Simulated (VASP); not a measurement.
Runs of VASP 6.6.1 on AlP5. The structure is that of space group F-43m (No. 216), or close to it. The cells are those of the table. 

```tsv
task	cell	k mesh	cutoff (eV)	gap on the mesh (eV)	pressure (GPa)	relaxed volume (Å³/atom)
relaxation of cell and atoms	relaxed from a = 5.481 Å, angles 60.0°, 6 atoms	4 × 4 × 4	600	none	-0.1	(a)
single point	a = 5.481 Å, angles 60.0°, 6 atoms	4 × 4 × 4	520	none	-13.1	-
single point	a = 5.046 Å, angles 60.0°, 6 atoms	4 × 4 × 4	520	none	-0.2	-
single point	a = 5.068 Å, angles 60.0°, 6 atoms	10 × 10 × 10	520	none	-0.2	-
relaxation of cell and atoms	relaxed from a = 5.046 Å, angles 60.0°, 6 atoms	10 × 10 × 10	600	none	0.0	15.33
```

Alike in all rows: level PBE; potentials or basis VASP PAW PBE potentials, release 64 (Al, P); no spin polarisation; smearing gaussian 0.1 eV.

**Question.** Estimate the missing entries.

**Answer.** (a) 15.12.

Caveats: some runs use coarse meshes; the volume moved by over 15 % at a fixed basis, so the end points are rough (some runs).

A gap of «none» marks levels without a gap at the run's occupations.
